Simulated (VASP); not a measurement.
# WSe2 (P6_3/mmc) in VASP: notebook

The runs below take WSe2 through single point, with PBEsol.

Everything below comes from runs of VASP 6.6.1. Logs are shortened: lines on timing, memory, paths and dates and some standing lists are left out, and cuts for length are marked.

## 1. The cell of the first run

The structure is hexagonal, space group P6_3/mmc (No. 194). The conventional cell has a = 3.337 Å, b = 3.337 Å, c = 13.488 Å, α = 90.00°, β = 90.00°, γ = 120.00°. Within 3.4 Å of W (site symmetry -6m2) lie 6 Se at 2.54 Å and 6 W at 3.34 Å. Se (site symmetry 3m) has 3 W at 2.54 Å and 7 Se at 3.30 to 3.34 Å within 3.4 Å.

## 2. Single point, PBEsol (equal strain along all axes, cell held: +2.0 %, then relaxed in part)

Input file INCAR:

```
SYSTEM = WSe2
PREC = Accurate
ENCUT = 520
EDIFF = 1E-6
ISMEAR = 0
SIGMA = 0.02
LREAL = .False.
LASPH = .True.
NELM = 80
ALGO = Normal
ISIF = 2
LWAVE = .False.
LCHARG = .True.
GGA = PS
LELF = .True.
LVHAR = .True.
NBANDS = 35
```

Input file KPOINTS:

```
regular mesh
0
Gamma
  12 12 2
  0 0 0
```

Input file POSCAR:

```
WSe2
1.0
    3.3365177889      0.0000000000      0.0000000000
   -1.6682588945      2.8895091654      0.0000000000
    0.0000000000      0.0000000000     13.4881445789
W Se
2 4
Direct
    0.6666666667      0.3333333333      0.7500000000
    0.3333333333      0.6666666667      0.2500000000
    0.3333333333      0.6666666667      0.8723779157
    0.6666666667      0.3333333333      0.3723779157
    0.3333333333      0.6666666667      0.6276220843
    0.6666666667      0.3333333333      0.1276220843
```

Potentials or basis: VASP PAW PBE potentials, release 64 (W_sv, Se).

Run with:

```console
> cat potpaw_PBE.64/W_sv/POTCAR potpaw_PBE.64/Se/POTCAR > POTCAR
> mpirun -np 1 vasp_std > vasp.out
```

OUTCAR:

```text
SYSTEM = WSe2
   PREC = Accurate
   ENCUT = 520
   EDIFF = 1E-6
   ISMEAR = 0
   LREAL = .False.
   LASPH = .True.
   NELM = 80
   ISIF = 2
   GGA = PS

 ion  position               nearest neighbor table
   1  0.667  0.333  0.750-   3 2.54   5 2.54   3 2.54   5 2.54   3 2.54   5 2.54
   2  0.333  0.667  0.250-   4 2.54   6 2.54   4 2.54   6 2.54   4 2.54   6 2.54
   3  0.333  0.667  0.872-   1 2.54   1 2.54   1 2.54
   4  0.667  0.333  0.372-   2 2.54   2 2.54   2 2.54
   5  0.333  0.667  0.628-   1 2.54   1 2.54   1 2.54
   6  0.667  0.333  0.128-   2 2.54   2 2.54   2 2.54

  LATTYP: Found a hexagonal cell.
 ALAT       =     3.3365177889
 C/A-ratio  =     4.0425813475

  Lattice vectors:

 A1 = (   3.3365177889,   0.0000000000,   0.0000000000)
 A2 = (  -1.6682588945,   2.8895091654,   0.0000000000)
 A3 = (   0.0000000000,   0.0000000000,  13.4881445789)

Analysis of symmetry for initial positions (statically):
=====================================================================
 Subroutine PRICEL returns:
 Original cell was already a primitive cell.

 Routine SETGRP: Setting up the symmetry group for a
 hexagonal supercell.

 Subroutine GETGRP returns: Found 24 space group operations
 (whereof 12 operations were pure point group operations)
 out of a pool of 24 trial point group operations.

The static configuration has the point symmetry D_3d.
 The point group associated with its full space group is D_6h.

Analysis of symmetry for dynamics (positions and initial velocities):
=====================================================================
 Subroutine PRICEL returns:
 Original cell was already a primitive cell.

 Routine SETGRP: Setting up the symmetry group for a
 hexagonal supercell.

 Subroutine GETGRP returns: Found 24 space group operations
 (whereof 12 operations were pure point group operations)
 out of a pool of 24 trial point group operations.

The dynamic configuration has the point symmetry D_3d.
 The point group associated with its full space group is D_6h.

 Subroutine INISYM returns: Found 24 space group operations
 (whereof 12 operations are pure point group operations),
 and found     1 'primitive' translations

----------------------------------------------------------------------------------------

                                     Primitive cell

  volume of cell :     130.0378

  direct lattice vectors                    reciprocal lattice vectors
     3.336517789  0.000000000  0.000000000     0.299713673  0.173039770  0.000000000
    -1.668258895  2.889509165  0.000000000     0.000000000  0.346079539  0.000000000
     0.000000000  0.000000000 13.488144579     0.000000000  0.000000000  0.074139182

  length of vectors
     3.336517789  3.336517789 13.488144579     0.346079539  0.346079539  0.074139182

  position of ions in fractional coordinates (direct lattice)
     0.666666667  0.333333333  0.750000000
     0.333333333  0.666666667  0.250000000
     0.333333333  0.666666667  0.872377916
     0.666666667  0.333333333  0.372377916
     0.333333333  0.666666667  0.627622084
     0.666666667  0.333333333  0.127622084

  ion indices of the primitive-cell ions
   primitive index   ion index
                 1           1
                 2           2
                 3           3
                 4           4
                 5           5
                 6           6

----------------------------------------------------------------------------------------

 KPOINTS: regular mesh

Automatic generation of k-mesh.
 Grid dimensions read from file:
 generate k-points for:   12   12    2

 Generating k-lattice:

  Cartesian coordinates                     Fractional coordinates (reciprocal lattice)
     0.024976139  0.014419981  0.000000000     0.083333333  0.000000000  0.000000000
     0.000000000  0.028839962  0.000000000     0.000000000  0.083333333  0.000000000
     0.000000000  0.000000000  0.037069591     0.000000000  0.000000000  0.500000000

  Length of vectors
     0.028839962  0.028839962  0.037069591

  Shift w.r.t. Gamma in fractional coordinates (k-lattice)
     0.000000000  0.000000000  0.000000000

 Subroutine IBZKPT returns following result:
 ===========================================

 Found     38 irreducible k-points:

 Following reciprocal coordinates:
            Coordinates               Weight
  0.000000  0.000000  0.000000      1.000000
  0.083333  0.000000  0.000000      6.000000
  0.166667  0.000000  0.000000      6.000000
  0.250000  0.000000  0.000000      6.000000
  0.333333 -0.000000  0.000000      6.000000
  0.416667  0.000000  0.000000      6.000000
[... 16 lines left out ...]
  0.250000  0.000000  0.500000      6.000000
  0.333333 -0.000000  0.500000      6.000000
 [... further k-points ...]
   k-points           NKPTS =     38   k-points in BZ     NKDIM =     38   number of bands    NBANDS=     35
   number of dos      NEDOS =    301   number of ions     NIONS =      6
   total plane-waves  NPLWV =  78400
   dimension x,y,z NGX =    28 NGY =   28 NGZ =  100
   dimension x,y,z NGXF=    56 NGYF=   56 NGZF=  200
   ions per type =               2   4
   NGX,Y,Z   is equivalent  to a cutoff of  13.95, 13.95, 12.33 a.u.
   NGXF,Y,Z  is equivalent  to a cutoff of  27.90, 27.90, 24.65 a.u.
 SYSTEM =  WSe2
   PREC   = accura    normal or accurate (medium, high low for compatibility)
   ISTART =      0    job   : 0-new  1-cont  2-samecut
   ICHARG =      2    charge: 1-file 2-atom 10-const
   ISPIN  =      1    spin polarized calculation?
   LNONCOLLINEAR =      F non collinear calculations
   LSORBIT =      F    spin-orbit coupling
   LASPH  =      T    aspherical Exc in radial PAW
   ENCUT  =  520.0 eV  38.22 Ry    6.18 a.u.   6.20  6.20 25.08*2*pi/ulx,y,z
   NELM   =     80;   NELMIN=  2; NELMDL= -5     # of ELM steps
   EDIFF  = 0.1E-05   stopping-criterion for ELM
   LREAL  =      F    real-space projection
   EDIFFG = 0.1E-04   stopping-criterion for IOM
   NSW    =      0    number of steps for IOM
   IBRION =     -1    ionic relax: 0-MD 1-quasi-New 2-CG
   NFREE  =      0    steps in history (QN), initial steepest desc. (CG)
   ISIF   =      2    stress and relaxation
   ISYM   =      2    0-nonsym 1-usesym 2-fastsym
   POTIM  = 0.5000    time-step for ionic-motion
   TEBEG  =    0.0;   TEEND  =   0.0 temperature during run
   PSTRESS=    0.0 pullay stress
   NELECT =      52.0000    total number of electrons
   NUPDOWN=      -1.0000    fix difference up-down
   EMIN   =  10.00;   EMAX   =-10.00  energy-range for DOS
   EFERMI =   0.00;   METHOD = LEGACY
   ISMEAR =     0;   SIGMA  =   0.02  broadening in eV -4-tet -1-fermi 0-gaus
   EFERMI_NEDOS =   21; number of points for ismear=-14 and -15
   IALGO  =     38    algorithm
   IMIX   =      4    mixing-type and parameters
     AMIX     =   0.40;   BMIX     =  1.00
     AMIX_MAG =   1.60;   BMIX_MAG =  1.00
  volume/ion in A,a.u.               =      21.67       146.26
  Fermi-wavevector in a.u.,A,eV,Ry     =   1.206108  2.279213 19.792333  1.454695
  Thomas-Fermi vector in A             =   2.341784
   LORBIT       =      0    0 simple, 1 ext, 2 COOP (PROOUT), +10 PAW based schemes
   GGA     = PS    functional components
   LHFCALC =     F    Hartree Fock is set to
   AEXX    =    0.0000 exact exchange contribution
   IVDW    =     0    specifies the selected vdW correction
   LEPSILON=     F    determine dielectric tensor
   LRPA    =     F    only Hartree local field effects (RPA)
 non-spin polarized calculation
 Gauss-broadening in eV      SIGMA  =   0.02
  energy-cutoff  :      520.00
  volume of cell :      130.04
 maximum number of plane-waves:      3530
 NGX is ok and might be reduce to    28
   NGX = 13   NGY = 13   NGZ = 51

 number of electron      52.0000000 magnetization

 Free energy of the ion-electron system (eV)
  ---------------------------------------------------
  ext. energy  EPLUGINS =         0.00000000
  ---------------------------------------------------
  free energy    TOTEN  =       -46.48354155 eV

  energy without entropy =      -46.48354155  energy(sigma->0) =      -46.48354155

 E-fermi :   5.6353     XC(G=0): -10.4797

 val. band max:        5.3953426757   @ k =   0.0000   0.0000   0.0000
 cond. band min:       6.5031524763   @ k =   0.1667   0.1667   0.0000
 fundamental gap:      1.1078098006
 Fermi energy:         5.6352883875

 k-point     1 :       0.0000    0.0000    0.0000
  band No.  band energies     occupation
      1     -68.9263      2.00000
      2     -68.9263      2.00000
      3     -33.1450      2.00000
      4     -33.1450      2.00000
      5     -33.0588      2.00000
      6     -33.0588      2.00000
[... 27 lines left out ...]
     34       8.2644      0.00000
     35       9.5008      0.00000

 k-point     2 :       0.0833    0.0000    0.0000
  band No.  band energies     occupation
      1     -68.9257      2.00000
      2     -68.9257      2.00000
      3     -33.1424      2.00000
      4     -33.1424      2.00000
      5     -33.0726      2.00000
      6     -33.0726      2.00000
[... 27 lines left out ...]
     34       8.1816      0.00000
     35      10.1316      0.00000

 k-point     3 :       0.1667    0.0000    0.0000
  band No.  band energies     occupation
      1     -68.9242      2.00000
      2     -68.9242      2.00000
      3     -33.1352      2.00000
      4     -33.1352      2.00000
      5     -33.1100      2.00000
      6     -33.1100      2.00000
[... 27 lines left out ...]
     34       8.6275      0.00000
     35      11.0728      0.00000
[... 723 lines left out ...]
 k-point    23 :       0.2500    0.0000    0.5000
  band No.  band energies     occupation
      1     -68.9220      2.00000
      2     -68.9220      2.00000
      3     -33.1606      2.00000
      4     -33.1606      2.00000
      5     -33.1254      2.00000
      6     -33.1254      2.00000
[... 27 lines left out ...]
     34       9.0001      0.00000
     35      11.6316      0.00000

 k-point    24 :       0.3333   -0.0000    0.5000
  band No.  band energies     occupation
      1     -68.9199      2.00000
      2     -68.9199      2.00000
      3     -33.2108      2.00000
      4     -33.2108      2.00000
      5     -33.1156      2.00000
      6     -33.1156      2.00000
[... 27 lines left out ...]
     34       9.3018      0.00000
     35      10.9319      0.00000

 [... further k-points ...]
[... 5 lines left out ...]
  --------------------------------------------------------------------------------------
  -------------------------------------------------------------------------------------
  Total       -3.1891984     -3.1891984     -0.0303644      0.0000000     -0.0000000      0.0000000
  in kB      -39.2936517    -39.2936517     -0.3741157      0.0000000     -0.0000000      0.0000000
  external PRESSURE =     -26.3204730 kB  Pullay stress =       0.0000000 kB

 VOLUME and BASIS-vectors are now :
 -----------------------------------------------------------------------------
  energy-cutoff  :      520.00
  volume of cell :      130.04
      direct lattice vectors                 reciprocal lattice vectors
     3.336517789  0.000000000  0.000000000     0.299713673  0.173039770  0.000000000
    -1.668258895  2.889509165  0.000000000     0.000000000  0.346079539  0.000000000
     0.000000000  0.000000000 13.488144579     0.000000000  0.000000000  0.074139182

 POSITION                                       TOTAL-FORCE (eV/Angst)
 -----------------------------------------------------------------------------------
      1.66826      0.96317     10.11611        -0.000000      0.000000      0.000000
     -0.00000      1.92634      3.37204         0.000000     -0.000000      0.000000
     -0.00000      1.92634     11.76676         0.000000      0.000000      0.056867
      1.66826      0.96317      5.02269        -0.000000      0.000000      0.056867
     -0.00000      1.92634      8.46546         0.000000     -0.000000     -0.056867
      1.66826      0.96317      1.72139         0.000000      0.000000     -0.056867
 -----------------------------------------------------------------------------------
    total drift:                               -0.000000      0.000000     -0.000000

  FREE ENERGIE OF THE ION-ELECTRON SYSTEM (eV)
  ---------------------------------------------------
  free  energy   TOTEN  =       -46.4835415542 eV

  energy  without entropy=      -46.4835415542  energy(sigma->0) =      -46.48354155
```

Wall time 4 min (1 thread of Intel Xeon 6975P-C (Granite Rapids), shared host); peak memory 0.33 GiB.

Results:

* Free energy: -46.4835 eV
* Pressure: -2.6 GPa
* Largest force: 0.057 eV/Å
* Band gap on the k mesh: 1.11 eV (least direct gap 1.37 eV)

Forces in eV/Å, atoms in the order of the input:
```
W    0.000  0.000  0.000
W    0.000  0.000  0.000
Se   0.000  0.000  0.057
Se   0.000  0.000  0.057
Se   0.000  0.000 -0.057
Se   0.000  0.000 -0.057
```

Caveat: the cell differs from its parent crystal (equal strain along all axes, cell held: +2.0 %, then relaxed in part); the PAW data sets were made with another functional, which shifts forces and pressure a little; spin-orbit coupling is left out, which moves the levels of the heavy elements; this functional lacks dispersion, which binds the layers, so the pressure and a relaxed spacing across them are unreliable.

## 3. Single point, PBEsol (equal strain along all axes, cell held: +3.0 %, then relaxed in part)

Input file INCAR:

```
PREC     = Accurate       # precision mode
ENCUT    = 520            # plane-wave cutoff, eV
EDIFF    = 1E-7           # SCF threshold, eV
ISMEAR   = 0              # smearing method
SIGMA    = 0.02           # smearing width, eV
LREAL    = False          # projectors in reciprocal space
LASPH    = True           # aspherical terms in the spheres
NELM     = 60             # most SCF steps
ALGO     = Normal         # electronic algorithm
ISIF     = 2              # what is computed and relaxed
LWAVE    = False          # write WAVECAR
LCHARG   = False          # write CHGCAR
GGA      = PS             # functional
NBANDS   = 35             # bands
```

Input file KPOINTS:

```
Automatic mesh
0
Gamma
  12 12 2
```

Input file POSCAR:

```
WSe2
1.0
    3.3692287476      0.0000000000      0.0000000000
   -1.6846143738      2.9178376866      0.0000000000
    0.0000000000      0.0000000000     13.6203812905
W Se
2 4
Direct
    0.6666666667      0.3333333333      0.7500000000
    0.3333333333      0.6666666667      0.2500000000
    0.3333333333      0.6666666667      0.8703399673
    0.6666666667      0.3333333333      0.3703399673
    0.3333333333      0.6666666667      0.6296600327
    0.6666666667      0.3333333333      0.1296600327
```

Potentials or basis: VASP PAW PBE potentials, release 64 (W_sv, Se).

Run with:

```console
> cat potpaw_PBE.64/W_sv/POTCAR potpaw_PBE.64/Se/POTCAR > POTCAR
> mpirun -np 1 vasp_std > vasp.out
```

Wall time 4.5 min (1 thread of Intel Xeon 6975P-C (Granite Rapids), shared host); peak memory 0.36 GiB.

The run converged. Its results:

```
Free energy            : -46.3992 eV
Pressure               : -3.9 GPa
Largest force          : 0.054 eV/Å
Band gap on the k mesh : 0.96 eV (least direct gap 1.27 eV)
```

Forces on the atoms (eV/Å):
```
W    0.000  0.000  0.000
W    0.000  0.000  0.000
Se   0.000  0.000  0.054
Se   0.000  0.000  0.054
Se   0.000  0.000 -0.054
Se   0.000  0.000 -0.054
```

Stress tensor (GPa, compression positive):
```
-5.75  0.00  0.00
 0.00 -5.75  0.00
 0.00  0.00 -0.17
```

Levels at points of the mesh, in eV from the valence-band top:
```csv
k point,band 23,band 24,band 25,band 26,band 27,band 28,band 29,band 30
"(0.00, 0.00, 0.00)",-1.74,-1.27,-0.78,0.00,2.45,2.45,2.47,2.47
"(0.50, 0.00, 0.00)",-1.52,-1.41,-1.34,-1.24,1.80,1.82,2.15,2.26
"(0.00, 0.00, 0.50)",-1.76,-1.76,-0.20,-0.20,2.46,2.46,2.46,2.46
"(0.50, 0.00, 0.50)",-1.46,-1.46,-1.28,-1.28,1.81,1.81,2.22,2.22
```

Caveat: the cell differs from its parent crystal (equal strain along all axes, cell held: +3.0 %, then relaxed in part); the cell stands under tension; the PAW data sets were made with another functional, which shifts forces and pressure a little; spin-orbit coupling is left out, which moves the levels of the heavy elements; this functional lacks dispersion, which binds the layers, so the pressure and a relaxed spacing across them are unreliable. A k mesh can miss the band edges.
